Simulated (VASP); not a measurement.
# Eu (P6_3/mmc) in VASP: single point with PBE

Aim: the single point of Eu with PBE.

All numbers are computed with VASP 6.6.1; they aren't measurements. Logs are shortened: lines on timing, memory, paths and dates and some standing lists are left out, and cuts for length are marked.

## (1) The cell of the first run

The structure is hexagonal, space group P6_3/mmc (No. 194). The conventional cell has a = 3.133 Å, b = 3.133 Å, c = 4.761 Å, α = 90.00°, β = 90.00°, γ = 120.00°. Within 3.9 Å of Eu (site symmetry -6m2) lie 12 Eu at 2.99 to 3.13 Å.

This isn't the form of Eu at room conditions, which is bcc.

## (2) Single point, PBE, collinear spin, ferromagnetic start

The input, INCAR:

```
SYSTEM = Eu
PREC     = Accurate       ! precision mode
ENCUT    = 520            ! plane-wave cutoff, eV
EDIFF    = 1E-6           ! SCF threshold, eV
ISMEAR   = -1             ! smearing method
SIGMA    = 0.08           ! smearing width, eV
LREAL    = .False.        ! projectors in reciprocal space
LASPH    = .True.         ! aspherical terms in the spheres
NELM     = 150            ! most SCF steps
ALGO     = Normal         ! electronic algorithm
ISIF     = 2              ! what is computed and relaxed
LWAVE    = .False.        ! write WAVECAR
LCHARG   = .True.         ! write CHGCAR
ISPIN    = 2              ! spin polarisation
MAGMOM   = 7 7            ! initial moments
LORBIT   = 11             ! projections on sites
LMAXMIX  = 6              ! l up to which the mixer works
GGA      = PE             ! functional
LELF     = .True.         ! ELF
LVHAR    = .True.       
NBANDS   = 28             ! bands
```

The input, KPOINTS:

```
Automatic mesh
0
Gamma
  14 14 8
  0 0 0
```

The input, POSCAR:

```
Eu
1.0
    3.1325860240      0.0000000000      0.0000000000
   -1.5662930120      2.7128990763      0.0000000000
    0.0000000000      0.0000000000      4.7609440554
Eu
2
Direct
    0.3333333333      0.6666666667      0.2500000000
    0.6666666667      0.3333333333      0.7500000000
```

Potentials or basis: VASP PAW PBE potentials, release 64 (Eu).

The run is started by

```sh
> cat potpaw_PBE.64/Eu/POTCAR > POTCAR
> mpirun -np 1 vasp_std > vasp.out
```

OUTCAR:

```text
SYSTEM = Eu
   PREC = Accurate
   ENCUT = 520
   EDIFF = 1E-6
   ISMEAR = -1
   LREAL = .False.
   LASPH = .True.
   NELM = 150
   ISIF = 2
   ISPIN = 2
   LORBIT = 11
   GGA = PE

 ion  position               nearest neighbor table
   1  0.333  0.667  0.250-   2 2.99   2 2.99   2 2.99   2 2.99   2 2.99   2 2.99
   2  0.667  0.333  0.750-   1 2.99   1 2.99   1 2.99   1 2.99   1 2.99   1 2.99

  LATTYP: Found a hexagonal cell.
 ALAT       =     3.1325860240
 C/A-ratio  =     1.5198127103

  Lattice vectors:

 A1 = (   3.1325860240,   0.0000000000,   0.0000000000)
 A2 = (  -1.5662930120,   2.7128990763,   0.0000000000)
 A3 = (   0.0000000000,   0.0000000000,   4.7609440554)

Analysis of symmetry for initial positions (statically):
=====================================================================
 Subroutine PRICEL returns:
 Original cell was already a primitive cell.

 Routine SETGRP: Setting up the symmetry group for a
 hexagonal supercell.

 Subroutine GETGRP returns: Found 24 space group operations
 (whereof 12 operations were pure point group operations)
 out of a pool of 24 trial point group operations.

The static configuration has the point symmetry D_3d.
 The point group associated with its full space group is D_6h.

Analysis of symmetry for dynamics (positions and initial velocities):
=====================================================================
 Subroutine PRICEL returns:
 Original cell was already a primitive cell.

 Routine SETGRP: Setting up the symmetry group for a
 hexagonal supercell.

 Subroutine GETGRP returns: Found 24 space group operations
 (whereof 12 operations were pure point group operations)
 out of a pool of 24 trial point group operations.

The dynamic configuration has the point symmetry D_3d.
 The point group associated with its full space group is D_6h.

Analysis of structural, dynamic, and magnetic symmetry:
=====================================================================
 Subroutine PRICEL returns:
 Original cell was already a primitive cell.

 Routine SETGRP: Setting up the symmetry group for a
 hexagonal supercell.

 Subroutine GETGRP returns: Found 24 space group operations
 (whereof 12 operations were pure point group operations)
 out of a pool of 24 trial point group operations.

The overall configuration has the point symmetry D_3d.
 The point group associated with its full space group is D_6h.

 Subroutine INISYM returns: Found 24 space group operations
 (whereof 12 operations are pure point group operations),
 and found     1 'primitive' translations

----------------------------------------------------------------------------------------

                                     Primitive cell

  volume of cell :      40.4604

  direct lattice vectors                    reciprocal lattice vectors
     3.132586024  0.000000000  0.000000000     0.319225072  0.184304681  0.000000000
    -1.566293012  2.712899076  0.000000000     0.000000000  0.368609363  0.000000000
     0.000000000  0.000000000  4.760944055     0.000000000  0.000000000  0.210042376

  length of vectors
     3.132586024  3.132586024  4.760944055     0.368609363  0.368609363  0.210042376

  position of ions in fractional coordinates (direct lattice)
     0.333333333  0.666666667  0.250000000
     0.666666667  0.333333333  0.750000000

  ion indices of the primitive-cell ions
   primitive index   ion index
                 1           1
                 2           2

----------------------------------------------------------------------------------------

 KPOINTS: Automatic mesh

Automatic generation of k-mesh.
 Grid dimensions read from file:
 generate k-points for:   14   14    8

 Generating k-lattice:

  Cartesian coordinates                     Fractional coordinates (reciprocal lattice)
     0.022801791  0.013164620  0.000000000     0.071428571 -0.000000000  0.000000000
     0.000000000  0.026329240  0.000000000     0.000000000  0.071428571  0.000000000
     0.000000000  0.000000000  0.026255297     0.000000000  0.000000000  0.125000000

  Length of vectors
     0.026329240  0.026329240  0.026255297

  Shift w.r.t. Gamma in fractional coordinates (k-lattice)
     0.000000000  0.000000000  0.000000000

 Subroutine IBZKPT returns following result:
 ===========================================

 Found    120 irreducible k-points:

 Following reciprocal coordinates:
            Coordinates               Weight
  0.000000  0.000000  0.000000      1.000000
  0.071429  0.000000  0.000000      6.000000
  0.142857  0.000000  0.000000      6.000000
  0.214286  0.000000  0.000000      6.000000
  0.285714  0.000000  0.000000      6.000000
  0.357143 -0.000000  0.000000      6.000000
[... 16 lines left out ...]
  0.285714  0.285714  0.000000      6.000000
  0.357143  0.285714  0.000000      6.000000
 [... further k-points ...]
   k-points           NKPTS =    120   k-points in BZ     NKDIM =    120   number of bands    NBANDS=     28
   number of dos      NEDOS =    301   number of ions     NIONS =      2
   total plane-waves  NPLWV =  20736
   dimension x,y,z NGX =    24 NGY =   24 NGZ =   36
   dimension x,y,z NGXF=    48 NGYF=   48 NGZF=   72
   ions per type =               2
   NGX,Y,Z   is equivalent  to a cutoff of  12.74, 12.74, 12.57 a.u.
   NGXF,Y,Z  is equivalent  to a cutoff of  25.47, 25.47, 25.14 a.u.
 SYSTEM =  Eu
   PREC   = accura    normal or accurate (medium, high low for compatibility)
   ISTART =      0    job   : 0-new  1-cont  2-samecut
   ICHARG =      2    charge: 1-file 2-atom 10-const
   ISPIN  =      2    spin polarized calculation?
   LNONCOLLINEAR =      F non collinear calculations
   LSORBIT =      F    spin-orbit coupling
   LASPH  =      T    aspherical Exc in radial PAW
   ENCUT  =  520.0 eV  38.22 Ry    6.18 a.u.   5.82  5.82  8.85*2*pi/ulx,y,z
   NELM   =    150;   NELMIN=  2; NELMDL= -5     # of ELM steps
   EDIFF  = 0.1E-05   stopping-criterion for ELM
   LREAL  =      F    real-space projection
   EDIFFG = 0.1E-04   stopping-criterion for IOM
   NSW    =      0    number of steps for IOM
   IBRION =     -1    ionic relax: 0-MD 1-quasi-New 2-CG
   NFREE  =      0    steps in history (QN), initial steepest desc. (CG)
   ISIF   =      2    stress and relaxation
   ISYM   =      2    0-nonsym 1-usesym 2-fastsym
   POTIM  = 0.5000    time-step for ionic-motion
   TEBEG  =    0.0;   TEEND  =   0.0 temperature during run
   PSTRESS=    0.0 pullay stress
   NELECT =      34.0000    total number of electrons
   NUPDOWN=      -1.0000    fix difference up-down
   EMIN   =  10.00;   EMAX   =-10.00  energy-range for DOS
   EFERMI =   0.00;   METHOD = LEGACY
   ISMEAR =    -1;   SIGMA  =   0.08  broadening in eV -4-tet -1-fermi 0-gaus
   EFERMI_NEDOS =   21; number of points for ismear=-14 and -15
   IALGO  =     38    algorithm
   IMIX   =      4    mixing-type and parameters
     AMIX     =   0.40;   BMIX     =  1.00
     AMIX_MAG =   1.60;   BMIX_MAG =  1.00
  volume/ion in A,a.u.               =      20.23       136.52
  Fermi-wavevector in a.u.,A,eV,Ry     =   1.544867  2.919376 32.471875  2.386616
  Thomas-Fermi vector in A             =   2.650327
   LORBIT       =     11    0 simple, 1 ext, 2 COOP (PROOUT), +10 PAW based schemes
   GGA     = PE    functional components
   LHFCALC =     F    Hartree Fock is set to
   AEXX    =    0.0000 exact exchange contribution
   IVDW    =     0    specifies the selected vdW correction
   LEPSILON=     F    determine dielectric tensor
   LRPA    =     F    only Hartree local field effects (RPA)
 spin polarized calculation
  energy-cutoff  :      520.00
  volume of cell :       40.46
 maximum number of plane-waves:      1103
 NGX is ok and might be reduce to    24
   NGX = 11   NGY = 11   NGZ = 17

 number of electron      34.0000002 magnetization      14.1703402

 Free energy of the ion-electron system (eV)
  ---------------------------------------------------
  ext. energy  EPLUGINS =         0.00000000
  ---------------------------------------------------
  free energy    TOTEN  =       -20.29481482 eV

  energy without entropy =      -20.24383133  energy(sigma->0) =      -20.26932308

 E-fermi :   5.9029     XC(G=0): -12.3463

 val. band max:        5.9017833058   @ k =   0.3571   0.2857   0.0000
 cond. band min:       5.9054177916   @ k =   0.3571   0.2857   0.5000
 fundamental gap:      0.0036344859
 Fermi energy:         5.9028810288

 spin component 1

 k-point     1 :       0.0000    0.0000    0.0000
  band No.  band energies     occupation
      1     -36.0571      1.00000
      2     -35.3040      1.00000
      3     -16.5222      1.00000
      4     -13.5825      1.00000
      5     -13.5825      1.00000
      6     -12.9799      1.00000
[... 20 lines left out ...]
     27       8.9418      0.00000
     28       9.2216      0.00000
[... 683 lines left out ...]
 k-point    24 :       0.3571    0.2857    0.0000
  band No.  band energies     occupation
      1     -35.3721      1.00000
      2     -35.3093      1.00000
      3     -15.5788      1.00000
      4     -14.9458      1.00000
      5     -14.9175      1.00000
      6     -14.5776      1.00000
[... 20 lines left out ...]
     27       7.9911      0.00000
     28       8.5439      0.00000

 [... further k-points ...]

 spin component 2

 k-point     1 :       0.0000    0.0000    0.0000
  band No.  band energies     occupation
      1     -33.0886      1.00000
      2     -32.2185      1.00000
      3     -14.4852      1.00000
      4     -11.2235      1.00000
      5     -11.2235      1.00000
      6     -10.5675      1.00000
[... 20 lines left out ...]
     27      10.7302      0.00000
     28      11.0556      0.00000
[... 683 lines left out ...]
 k-point    24 :       0.3571    0.2857    0.0000
  band No.  band energies     occupation
      1     -32.2877      1.00000
      2     -32.2148      1.00000
      3     -13.5263      1.00000
      4     -12.7859      1.00000
      5     -12.7547      1.00000
      6     -12.3401      1.00000
[... 20 lines left out ...]
     27      10.3410      0.00000
     28      10.6808      0.00000

 [... further k-points ...]

------------------------ aborting loop because EDIFF is reached ----------------------------------------

  FORCE on cell =-STRESS in cart. coord.  units (eV):
  Direction    XX          YY          ZZ          XY          YZ          ZX
  --------------------------------------------------------------------------------------
  -------------------------------------------------------------------------------------
  Total        8.6070375      8.6070375      8.6483474      0.0000000      0.0000000      0.0000000
  in kB      340.8274430    340.8274430    342.4632622      0.0000000      0.0000000      0.0000000
  external PRESSURE =     341.3727161 kB  Pullay stress =       0.0000000 kB

 VOLUME and BASIS-vectors are now :
 -----------------------------------------------------------------------------
  energy-cutoff  :      520.00
  volume of cell :       40.46
      direct lattice vectors                 reciprocal lattice vectors
     3.132586024  0.000000000  0.000000000     0.319225072  0.184304681  0.000000000
    -1.566293012  2.712899076  0.000000000     0.000000000  0.368609363  0.000000000
     0.000000000  0.000000000  4.760944055     0.000000000  0.000000000  0.210042376

 POSITION                                       TOTAL-FORCE (eV/Angst)
 -----------------------------------------------------------------------------------
     -0.00000      1.80860      1.19024         0.000000      0.000000      0.000000
      1.56629      0.90430      3.57071        -0.000000     -0.000000      0.000000
 -----------------------------------------------------------------------------------
    total drift:                               -0.000000      0.000000     -0.000000

  FREE ENERGIE OF THE ION-ELECTRON SYSTEM (eV)
  ---------------------------------------------------
  free  energy   TOTEN  =       -20.2948148242 eV

  energy  without entropy=      -20.2438313346  energy(sigma->0) =      -20.26932308

 total charge

# of ion       s       p       d       f       tot
--------------------------------------------------
    1        2.122   5.646   0.920   6.503  15.190
    2        2.122   5.646   0.920   6.503  15.190
--------------------------------------------------
tot          4.243  11.291   1.841  13.006  30.381

 magnetization (x)

# of ion       s       p       d       f       tot
--------------------------------------------------
    1        0.025  -0.066   0.256   6.436   6.651
    2        0.025  -0.066   0.256   6.436   6.651
--------------------------------------------------
tot          0.049  -0.132   0.513  12.872  13.302
```

It took 13 min on 1 thread of Intel Xeon 8259CL, shared host; peak memory 0.34 GiB.

Results:

```yaml
Free_energy: -20.2948 eV
Pressure: 34.1 GPa
Net_moment: 14.17 μB per cell
Site_moments: Eu +6.65 μB
Valence_electrons_inside_the_program's_atomic_spheres: Eu 15.19
```

Stress tensor (GPa, compression positive):
```
34.08  0.00  0.00
 0.00 34.08  0.00
 0.00  0.00 34.25
```

Caveat: the cell stands under pressure; spin-orbit coupling is left out, which moves the levels of the heavy elements; semilocal functionals describe open f shells poorly, which spoils levels, moments and volumes. The state reached can hang on the start; a lower one may exist.
